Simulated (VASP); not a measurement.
# BN (P1) in VASP: relaxation of cell and atoms with PBE+D3(BJ)

Aim: the relaxation of cell and atoms of BN with PBE+D3(BJ).

Program: VASP 6.6.1. These are calculated values, not measurements. Logs are shortened: lines on timing, memory, paths and dates and some standing lists are left out, and cuts for length are marked.

**1. The cell of the first run**

The typed cell holds 2 atoms: a = 2.508 Å, b = 2.508 Å, c = 3.274 Å, α = 101.11°, β = 101.11°, γ = 119.81°.

**2. Relaxation of cell and atoms, PBE+D3(BJ)**

The input, INCAR:

```
PREC = Accurate ; ENCUT = 600
EDIFF = 1E-7 ; ISMEAR = 0
SIGMA = 0.1 ; LREAL = False
LASPH = True ; NELM = 100
ALGO = Normal ; ISIF = 3
LWAVE = False ; LCHARG = False
GGA = PE ; IVDW = 12
IBRION = 2 ; NSW = 100
EDIFFG = -0.05
```

The input, KPOINTS:

```
Automatic mesh
0
Gamma
  10 10 10
```

The input, POSCAR:

```
BN
1.0
    2.5080409239      0.0000000000      0.0000000000
   -1.2467107647      2.1762310413      0.0000000000
   -0.6306650796     -1.0881155206      3.0225400000
B N
1 1
Direct
    0.9796430000      0.9834990000      0.0018060000
    0.6685060000      0.3323850000      0.9849990000
```

Potentials or basis: VASP PAW PBE potentials, release 64 (B, N).

Run with:

```bash
$ cat potpaw_PBE.64/B/POTCAR potpaw_PBE.64/N/POTCAR > POTCAR
$ mpirun -np 1 vasp_std > vasp.out
```

OUTCAR:

```text
PREC = Accurate
   ENCUT = 600
   EDIFF = 1E-7
   ISMEAR = 0
   LREAL = False
   LASPH = True
   NELM = 100
   ISIF = 3
   GGA = PE
   IVDW = 12
   IBRION = 2
   NSW = 100
   EDIFFG = -0.05
 IVDW          = 12

 ion  position               nearest neighbor table
   1  0.980  0.983  0.002-   2 1.40   2 1.43   2 1.52
   2  0.669  0.332  0.985-   1 1.40   1 1.43   1 1.52

  LATTYP: Found a face centered orthorhombic cell.
 ALAT       =     2.5153400000
 B/A-ratio  =     1.7253460765
 C/A-ratio  =     2.4032854405

  Lattice vectors:

 A1 = (  -1.8773758443,   1.0881155207,   3.0225400000)
 A2 = (   0.6306650796,   1.0881155207,   3.0225400000)
 A3 = (  -1.2467107647,   2.1762310413,   0.0000000000)

Analysis of symmetry for initial positions (statically):
=====================================================================
 Subroutine PRICEL returns:
 Original cell was already a primitive cell.

 Routine SETGRP: Setting up the symmetry group for a
 face centered orthorhombic supercell.

 Subroutine GETGRP returns: Found  1 space group operations
 (whereof  1 operations were pure point group operations)
 out of a pool of  8 trial point group operations.

The static configuration has the point symmetry C_1 .

Analysis of symmetry for dynamics (positions and initial velocities):
=====================================================================
 Subroutine PRICEL returns:
 Original cell was already a primitive cell.

 Routine SETGRP: Setting up the symmetry group for a
 face centered orthorhombic supercell.

 Subroutine GETGRP returns: Found  1 space group operations
 (whereof  1 operations were pure point group operations)
 out of a pool of  8 trial point group operations.

The dynamic configuration has the point symmetry C_1 .

 Subroutine INISYM returns: Found  1 space group operations
 (whereof  1 operations are pure point group operations),
 and found     1 'primitive' translations

----------------------------------------------------------------------------------------

                                     Primitive cell

  volume of cell :      16.4973

  direct lattice vectors                    reciprocal lattice vectors
     2.508040924  0.000000000  0.000000000     0.398717577  0.228415773  0.165423783
    -1.246710765  2.176231041  0.000000000     0.000000000  0.459510034  0.165423783
    -0.630665080 -1.088115521  3.022540000     0.000000000  0.000000000  0.330847565

  length of vectors
     2.508040924  2.508040924  3.273756540     0.488379462  0.488379462  0.330847565

  position of ions in fractional coordinates (direct lattice)
     0.979643000  0.983499000  0.001806000
     0.668506000  0.332385000  0.984999000

  ion indices of the primitive-cell ions
   primitive index   ion index
                 1           1
                 2           2

----------------------------------------------------------------------------------------

 KPOINTS: Automatic mesh

Automatic generation of k-mesh.
 Grid dimensions read from file:
 generate k-points for:   10   10   10

 Generating k-lattice:

  Cartesian coordinates                     Fractional coordinates (reciprocal lattice)
     0.039871758  0.022841577  0.016542378     0.100000000 -0.000000000 -0.000000000
     0.000000000  0.045951003  0.016542378     0.000000000  0.100000000  0.000000000
     0.000000000  0.000000000  0.033084757     0.000000000  0.000000000  0.100000000

  Length of vectors
     0.048837946  0.048837946  0.033084757

  Shift w.r.t. Gamma in fractional coordinates (k-lattice)
     0.000000000  0.000000000  0.000000000

 Subroutine IBZKPT returns following result:
 ===========================================

 Found    504 irreducible k-points:

 Following reciprocal coordinates:
            Coordinates               Weight
  0.000000  0.000000  0.000000      1.000000
  0.100000  0.000000  0.000000      2.000000
  0.000000  0.100000 -0.100000      2.000000
  0.000000 -0.100000 -0.000000      2.000000
 -0.100000 -0.000000  0.100000      2.000000
  0.200000  0.000000  0.000000      2.000000
[... 16 lines left out ...]
  0.100000  0.100000 -0.200000      2.000000
  0.200000  0.100000  0.000000      2.000000
 [... further k-points ...]
   k-points           NKPTS =    504   k-points in BZ     NKDIM =    504   number of bands    NBANDS=      8
   number of dos      NEDOS =    301   number of ions     NIONS =      2
   total plane-waves  NPLWV =  11200
   dimension x,y,z NGX =    20 NGY =   20 NGZ =   28
   dimension x,y,z NGXF=    40 NGYF=   40 NGZF=   56
   ions per type =               1   1
   NGX,Y,Z   is equivalent  to a cutoff of  13.26, 13.26, 14.22 a.u.
   NGXF,Y,Z  is equivalent  to a cutoff of  26.51, 26.51, 28.44 a.u.
 SYSTEM =  unknown system
   PREC   = accura    normal or accurate (medium, high low for compatibility)
   ISTART =      0    job   : 0-new  1-cont  2-samecut
   ICHARG =      2    charge: 1-file 2-atom 10-const
   ISPIN  =      1    spin polarized calculation?
   LNONCOLLINEAR =      F non collinear calculations
   LSORBIT =      F    spin-orbit coupling
   LASPH  =      T    aspherical Exc in radial PAW
   ENCUT  =  600.0 eV  44.10 Ry    6.64 a.u.   5.01  5.01  6.54*2*pi/ulx,y,z
   NELM   =    100;   NELMIN=  2; NELMDL= -5     # of ELM steps
   EDIFF  = 0.1E-06   stopping-criterion for ELM
   LREAL  =      F    real-space projection
   EDIFFG = -.5E-01   stopping-criterion for IOM
   NSW    =    100    number of steps for IOM
   IBRION =      2    ionic relax: 0-MD 1-quasi-New 2-CG
   NFREE  =      1    steps in history (QN), initial steepest desc. (CG)
   ISIF   =      3    stress and relaxation
   ISYM   =      2    0-nonsym 1-usesym 2-fastsym
   POTIM  = 0.5000    time-step for ionic-motion
   TEBEG  =    0.0;   TEEND  =   0.0 temperature during run
   PSTRESS=    0.0 pullay stress
   NELECT =       8.0000    total number of electrons
   NUPDOWN=      -1.0000    fix difference up-down
   EMIN   =  10.00;   EMAX   =-10.00  energy-range for DOS
   EFERMI =   0.00;   METHOD = LEGACY
   ISMEAR =     0;   SIGMA  =   0.10  broadening in eV -4-tet -1-fermi 0-gaus
   EFERMI_NEDOS =   21; number of points for ismear=-14 and -15
   IALGO  =     38    algorithm
   IMIX   =      4    mixing-type and parameters
     AMIX     =   0.40;   BMIX     =  1.00
     AMIX_MAG =   1.60;   BMIX_MAG =  1.00
  volume/ion in A,a.u.               =       8.25        55.66
  Fermi-wavevector in a.u.,A,eV,Ry     =   1.286178  2.430523 22.507475  1.654253
  Thomas-Fermi vector in A             =   2.418268
   LORBIT       =      0    0 simple, 1 ext, 2 COOP (PROOUT), +10 PAW based schemes
   GGA     = PE    functional components
   LHFCALC =     F    Hartree Fock is set to
   AEXX    =    0.0000 exact exchange contribution
   IVDW    =    12    specifies the selected vdW correction
   LEPSILON=     F    determine dielectric tensor
   LRPA    =     F    only Hartree local field effects (RPA)
 conjugate gradient relaxation of ions
 non-spin polarized calculation
 Gauss-broadening in eV      SIGMA  =   0.10
  energy-cutoff  :      600.00
  volume of cell :       16.50
 maximum number of plane-waves:       567
   NGX =  9   NGY =  9   NGZ = 13

--------------------------------------- Ionic step        1  -------------------------------------------

 number of electron       8.0000000 magnetization

 Free energy of the ion-electron system (eV)
  ---------------------------------------------------
  ext. energy  EPLUGINS =         0.00000000
  ---------------------------------------------------
  free energy    TOTEN  =       -17.41031140 eV

  energy without entropy =      -17.41031140  energy(sigma->0) =      -17.41031140

------------------------ aborting loop because EDIFF is reached ----------------------------------------

 Edisp (eV)   -0.31434

 E8    (eV) :    -0.0930

  FORCE on cell =-STRESS in cart. coord.  units (eV):
  Direction    XX          YY          ZZ          XY          YZ          ZX
  --------------------------------------------------------------------------------------
  -------------------------------------------------------------------------------------
  Total      -0.58817     0.64180     0.45847    -0.51468     0.12137     0.05631
  in kB     -57.12201    62.33037    44.52541   -49.98466    11.78717     5.46845
  external pressure =       16.58 kB  Pullay stress =        0.00 kB
[... 97 lines left out ...]
  FREE ENERGIE OF THE ION-ELECTRON SYSTEM (eV)
  ---------------------------------------------------
  free  energy   TOTEN  =       -17.8257762624 eV

  energy  without entropy=      -17.8257762624  energy(sigma->0) =      -17.82577626

[... ionic steps 4 to 14 ...]

--------------------------------------- Ionic step       15  -------------------------------------------

 number of electron       7.9999999 magnetization

------------------------ aborting loop because EDIFF is reached ----------------------------------------

 Edisp (eV)   -0.28622

 E8    (eV) :    -0.0840
[... 69 lines left out ...]
  energy  without entropy=      -17.8561980332  energy(sigma->0) =      -17.85619803

--------------------------------------- Ionic step       17  -------------------------------------------

 number of electron       7.9999999 magnetization

 Free energy of the ion-electron system (eV)
  ---------------------------------------------------
  ext. energy  EPLUGINS =         0.00000000
  ---------------------------------------------------
  free energy    TOTEN  =       -17.57280097 eV

  energy without entropy =      -17.57280097  energy(sigma->0) =      -17.57280097

 E-fermi :   2.8443     XC(G=0): -10.1062

 val. band max:        2.4426135847   @ k =   0.4000   0.4000   0.1000
 cond. band min:       6.0407053983   @ k =   0.5000   0.5000   0.5000
 fundamental gap:      3.5980918136
 Fermi energy:         2.8442965378

 k-point     1 :       0.0000    0.0000    0.0000
  band No.  band energies     occupation
      1     -15.4901      2.00000
      2      -1.7543      2.00000
      3       0.9871      2.00000
      4       0.9985      2.00000
      5       7.5734      0.00000
      6      13.8522      0.00000
      7      13.9922      0.00000
      8      15.4545      0.00000
[... 243 lines left out ...]
 k-point    24 :       0.2000    0.1000    0.0000
  band No.  band energies     occupation
      1     -14.1328      2.00000
      2      -2.8645      2.00000
      3      -1.0736      2.00000
      4      -0.6242      2.00000
      5      10.0567      0.00000
      6      11.9397      0.00000
      7      14.2588      0.00000
      8      17.5118      0.00000

 [... further k-points ...]

------------------------ aborting loop because EDIFF is reached ----------------------------------------

 Edisp (eV)   -0.28373

 E8    (eV) :    -0.0832

  FORCE on cell =-STRESS in cart. coord.  units (eV):
  Direction    XX          YY          ZZ          XY          YZ          ZX
  --------------------------------------------------------------------------------------
  -------------------------------------------------------------------------------------
  Total       0.00966     0.00888     0.01189     0.03119     0.00006    -0.00106
  in kB       0.86124     0.79218     1.06062     2.78139     0.00505    -0.09440
  external pressure =        0.90 kB  Pullay stress =        0.00 kB
[... 17 lines left out ...]
  FREE ENERGIE OF THE ION-ELECTRON SYSTEM (eV)
  ---------------------------------------------------
  free  energy   TOTEN  =       -17.8565260689 eV

  energy  without entropy=      -17.8565260689  energy(sigma->0) =      -17.85652607

 reached required accuracy - stopping structural energy minimisation
```

It took 10 min on 1 thread of Intel Xeon 8259CL, shared host; peak memory 0.21 GiB.

What came out:

| Quantity | Value |
| --- | --- |
| Free energy | -17.8565 eV |
| Relaxed volume | 8.98 Å³/atom |
| Relaxed cell | a = 2.505 Å, b = 2.505 Å, c = 3.533 Å, α = 100.17°, β = 100.26°, γ = 119.95° |
| Space group after relaxing (to 0.1 Å) | Fmm2 (No. 42) |
| Energy gained by relaxing | 65.9 meV/atom |
| Ionic steps | 17 |
| Pressure after relaxing | 0.1 GPa |
| Largest force after relaxing | 0.043 eV/Å |
| Band gap on the k mesh | 3.60 eV (least direct gap 4.66 eV) |
| Dispersion energy per atom | -0.142 eV |

Forces on the atoms (eV/Å):
```
B   -0.035  0.012 -0.022
N    0.035 -0.012  0.022
```

The path:
```
step  energy change (eV)  largest force (eV/Å)  pressure (GPa)  volume (Å³)
   1              0.0000                2.7248            1.66        16.50
   2              0.7962               10.0213           20.26        16.69
   3             -0.1011                0.5742           -0.30        16.55
   4             -0.1011                0.5714           -0.31        16.55
   5             -0.1032                0.9898            4.28        16.53
   6             -0.1123                0.4090            1.98        16.54
   7             -0.1152                0.4379            2.25        16.72
   8             -0.1178                0.1443            2.10        16.65
   9             -0.1207                0.2780            0.27        16.89
  10             -0.1207                0.2672            0.32        16.88
  11             -0.1234                0.1853           -0.04        17.03
  12             -0.1259                0.2878           -0.74        17.35
  13             -0.1283                0.1905           -0.26        17.45
  14             -0.1301                0.2627            0.83        17.68
  15             -0.1314                0.1183            0.82        17.83
  16             -0.1315                0.1101            0.82        17.90
  17             -0.1319                0.0432            0.09        17.96
```

Final structure:
```
B N
1.0
     2.50470   -0.00325   -0.00096
    -1.24792    2.17258    0.00160
    -0.62957   -1.08339    3.30344
B N
1 1
Direct
  0.99108 0.99124 0.99367
  0.65707 0.32465 0.99313
```

Caveat: the relaxation stopped at a loose force limit of 0.05 eV/Å, so its end isn't a converged minimum. A k mesh can miss the band edges.
